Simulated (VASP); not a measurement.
# SiO2 (Pnnm) in VASP: notebook

Runs on SiO2. Level: PBE. Tasks: single point.

Everything below comes from runs of VASP 6.6.1. Logs are shortened: lines on timing, memory, paths and dates and some standing lists are left out, and cuts for length are marked.

## (1) The cell of the first run

The structure is orthorhombic, space group Pnnm (No. 58). Conventional cell: a = 4.236 Å, b = 4.236 Å, c = 2.690 Å, α = 90.00°, β = 90.00°, γ = 90.00°. Si (site symmetry 2/m) has 6 O at 1.78 to 1.85 Å within 2.4 Å. Within 2.4 Å of O (site symmetry m) lie 3 Si at 1.78 to 1.85 Å and 1 O at 2.34 Å.

## (2) Single point, PBE (atoms displaced along a vibrational mode)

Contents of INCAR:

```
SYSTEM = SiO2
  ALGO = Normal
  EDIFF = 1E-7
  ENCUT = 520
  GGA = PE
  ISIF = 2
  ISMEAR = 0
  LASPH = .True.
  LCHARG = .False.
  LREAL = .False.
  LWAVE = .False.
  NBANDS = 25
  NELM = 100
  PREC = Accurate
  SIGMA = 0.05
```

Contents of KPOINTS:

```
k-points
0
Gamma
  6 6 8
  0 0 0
```

Contents of POSCAR:

```
SiO2
1.0
    4.2358788266      0.0000000000      0.0000000000
    0.0000000000      4.2358788266      0.0000000000
    0.0000000000      0.0000000000      2.6897743046
Si O
2 4
Direct
    0.5000000000      0.5000000000      0.5000000000
    0.0000000000      0.0000000000      0.0000000000
    0.6650682551      0.7209573303      0.0000000000
    0.1650682551      0.7790426697      0.5000000000
    0.3349317449      0.2790426697      0.0000000000
    0.8349317449      0.2209573303      0.5000000000
```

Potentials or basis: VASP PAW PBE potentials, release 64 (Si, O).

Run with:

```
$ cat potpaw_PBE.64/Si/POTCAR potpaw_PBE.64/O/POTCAR > POTCAR
$ mpirun -np 1 vasp_std > vasp.out
```

OUTCAR:

```text
SYSTEM = SiO2
   EDIFF = 1E-7
   ENCUT = 520
   GGA = PE
   ISIF = 2
   ISMEAR = 0
   LASPH = .True.
   LREAL = .False.
   NELM = 100
   PREC = Accurate

 ion  position               nearest neighbor table
   1  0.500  0.500  0.500-   3 1.78   5 1.78   3 1.78   5 1.78   4 1.85   6 1.85
   2  0.000  0.000  0.000-   4 1.78   6 1.78   4 1.78   6 1.78   5 1.85   3 1.85
   3  0.665  0.721  0.000-   1 1.78   1 1.78   2 1.85
   4  0.165  0.779  0.500-   2 1.78   2 1.78   1 1.85
   5  0.335  0.279  0.000-   1 1.78   1 1.78   2 1.85
   6  0.835  0.221  0.500-   2 1.78   2 1.78   1 1.85

  LATTYP: Found a simple tetragonal cell.
 ALAT       =     4.2358788266
 C/A-ratio  =     0.6349979342

  Lattice vectors:

 A1 = (   4.2358788266,   0.0000000000,   0.0000000000)
 A2 = (   0.0000000000,   4.2358788266,   0.0000000000)
 A3 = (   0.0000000000,   0.0000000000,   2.6897743046)

Analysis of symmetry for initial positions (statically):
=====================================================================
 Subroutine PRICEL returns:
 Original cell was already a primitive cell.

 Routine SETGRP: Setting up the symmetry group for a
 simple tetragonal supercell.

 Subroutine GETGRP returns: Found  8 space group operations
 (whereof  4 operations were pure point group operations)
 out of a pool of 16 trial point group operations.

The static configuration has the point symmetry C_2h.
 The point group associated with its full space group is D_2h.

Analysis of symmetry for dynamics (positions and initial velocities):
=====================================================================
 Subroutine PRICEL returns:
 Original cell was already a primitive cell.

 Routine SETGRP: Setting up the symmetry group for a
 simple tetragonal supercell.

 Subroutine GETGRP returns: Found  8 space group operations
 (whereof  4 operations were pure point group operations)
 out of a pool of 16 trial point group operations.

The dynamic configuration has the point symmetry C_2h.
 The point group associated with its full space group is D_2h.

 Subroutine INISYM returns: Found  8 space group operations
 (whereof  4 operations are pure point group operations),
 and found     1 'primitive' translations

----------------------------------------------------------------------------------------

                                     Primitive cell

[... 94 lines left out ...]
   LSORBIT =      F    spin-orbit coupling
   LASPH  =      T    aspherical Exc in radial PAW
   ENCUT  =  520.0 eV  38.22 Ry    6.18 a.u.   7.88  7.88  5.00*2*pi/ulx,y,z
   NELM   =    100;   NELMIN=  2; NELMDL= -5     # of ELM steps
   EDIFF  = 0.1E-06   stopping-criterion for ELM
   LREAL  =      F    real-space projection
   EDIFFG = 0.1E-05   stopping-criterion for IOM
   NSW    =      0    number of steps for IOM
   IBRION =     -1    ionic relax: 0-MD 1-quasi-New 2-CG
   NFREE  =      0    steps in history (QN), initial steepest desc. (CG)
   ISIF   =      2    stress and relaxation
   ISYM   =      2    0-nonsym 1-usesym 2-fastsym
   POTIM  = 0.5000    time-step for ionic-motion
   TEBEG  =    0.0;   TEEND  =   0.0 temperature during run
   PSTRESS=    0.0 pullay stress
   NELECT =      32.0000    total number of electrons
   NUPDOWN=      -1.0000    fix difference up-down
   EMIN   =  10.00;   EMAX   =-10.00  energy-range for DOS
   EFERMI =   0.00;   METHOD = LEGACY
   ISMEAR =     0;   SIGMA  =   0.05  broadening in eV -4-tet -1-fermi 0-gaus
   EFERMI_NEDOS =   21; number of points for ismear=-14 and -15
   IALGO  =     38    algorithm
   IMIX   =      4    mixing-type and parameters
     AMIX     =   0.40;   BMIX     =  1.00
     AMIX_MAG =   1.60;   BMIX_MAG =  1.00
  volume/ion in A,a.u.               =       8.04        54.28
  Fermi-wavevector in a.u.,A,eV,Ry     =   1.427547  2.697673 27.727197  2.037891
  Thomas-Fermi vector in A             =   2.547705
   LORBIT       =      0    0 simple, 1 ext, 2 COOP (PROOUT), +10 PAW based schemes
   GGA     = PE    functional components
   LHFCALC =     F    Hartree Fock is set to
   AEXX    =    0.0000 exact exchange contribution
   IVDW    =     0    specifies the selected vdW correction
   LEPSILON=     F    determine dielectric tensor
   LRPA    =     F    only Hartree local field effects (RPA)
 non-spin polarized calculation
 Gauss-broadening in eV      SIGMA  =   0.05
  energy-cutoff  :      520.00
  volume of cell :       48.26
 maximum number of plane-waves:      1336
   NGX = 15   NGY = 15   NGZ = 11

 number of electron      31.9999989 magnetization

 Free energy of the ion-electron system (eV)
  ---------------------------------------------------
  ext. energy  EPLUGINS =         0.00000000
  ---------------------------------------------------
  free energy    TOTEN  =       -46.13548051 eV

  energy without entropy =      -46.13548051  energy(sigma->0) =      -46.13548051

 E-fermi :   7.7285     XC(G=0): -12.1020

 val. band max:        7.5061170875   @ k =   0.0000   0.0000   0.0000
 cond. band min:      12.6448527968   @ k =   0.0000   0.0000   0.0000
 fundamental gap:      5.1387357093
 Fermi energy:         7.7285379891

 k-point     1 :       0.0000    0.0000    0.0000
  band No.  band energies     occupation
      1     -14.3961      2.00000
      2     -11.1325      2.00000
      3     -10.7876      2.00000
      4     -10.7436      2.00000
      5      -2.8136      2.00000
      6       0.9277      2.00000
[... 661 lines left out ...]
     24      21.0597      0.00000
     25      21.5984      0.00000

 [... further k-points ...]
[... 5 lines left out ...]
  --------------------------------------------------------------------------------------
  -------------------------------------------------------------------------------------
  Total        1.4757100     -2.7418785     -0.3964634      0.0000000      0.0000000      0.0000000
  in kB       48.9901438    -91.0239957    -13.1616622      0.0000000      0.0000000      0.0000000
  external PRESSURE =     -18.3985047 kB  Pullay stress =       0.0000000 kB

 VOLUME and BASIS-vectors are now :
 -----------------------------------------------------------------------------
  energy-cutoff  :      520.00
  volume of cell :       48.26
      direct lattice vectors                 reciprocal lattice vectors
     4.235878827  0.000000000  0.000000000     0.236078519  0.000000000  0.000000000
     0.000000000  4.235878827  0.000000000     0.000000000  0.236078519  0.000000000
     0.000000000  0.000000000  2.689774305     0.000000000  0.000000000  0.371778405

 POSITION                                       TOTAL-FORCE (eV/Angst)
 -----------------------------------------------------------------------------------
      2.11794      2.11794      1.34489         0.000000      0.000000     -0.000000
      0.00000      0.00000      0.00000         0.000000      0.000000     -0.000000
      2.81715      3.05389      0.00000         0.321677     -0.517377      0.000000
      0.69921      3.29993      1.34489         0.321677      0.517377      0.000000
      1.41873      1.18199      0.00000        -0.321677      0.517377      0.000000
      3.53667      0.93595      1.34489        -0.321677     -0.517377     -0.000000
 -----------------------------------------------------------------------------------
    total drift:                                0.000000      0.000000      0.000000

  FREE ENERGIE OF THE ION-ELECTRON SYSTEM (eV)
  ---------------------------------------------------
  free  energy   TOTEN  =       -46.1354805064 eV

  energy  without entropy=      -46.1354805064  energy(sigma->0) =      -46.13548051
```

Wall time 81 s (1 thread of Intel Xeon 8259CL, shared host); peak memory 0.2 GiB.

Results:

```
Free energy            : -46.1355 eV
Pressure               : -1.8 GPa
Largest force          : 0.609 eV/Å
Band gap on the k mesh : 5.14 eV
```

Forces on the atoms (eV/Å):
```
Si   0.000  0.000  0.000
Si   0.000  0.000  0.000
O    0.322 -0.517  0.000
O    0.322  0.517  0.000
O   -0.322  0.517  0.000
O   -0.322 -0.517  0.000
```

Levels at points of the mesh, in eV from the valence-band top:
```csv
k point,band 13,band 14,band 15,band 16,band 17,band 18,band 19,band 20
"(0.00, 0.00, 0.00)",-2.18,-0.69,-0.36,0.00,5.14,6.82,8.49,8.61
"(0.50, 0.00, 0.00)",-2.35,-2.35,-1.04,-1.04,7.60,7.60,9.22,9.22
"(0.00, 0.50, 0.00)",-2.24,-2.24,-0.41,-0.41,7.08,7.08,8.83,8.83
"(0.50, 0.50, 0.00)",-2.41,-2.41,-1.82,-1.82,7.21,7.21,9.85,9.85
"(0.00, 0.00, 0.50)",-2.67,-2.67,-2.10,-2.10,8.57,8.57,12.20,12.20
"(0.50, 0.00, 0.50)",-1.65,-1.65,-1.64,-1.64,8.11,8.11,9.46,9.46
"(0.00, 0.50, 0.50)",-2.28,-2.28,-1.20,-1.20,8.82,8.82,9.56,9.56
"(0.50, 0.50, 0.50)",-1.52,-1.52,-1.10,-1.10,6.90,6.90,10.82,10.82
```

Caveat: the cell differs from its parent crystal (atoms displaced along a vibrational mode). A k mesh can miss the band edges.

(Part 1 of 2 ends here.)
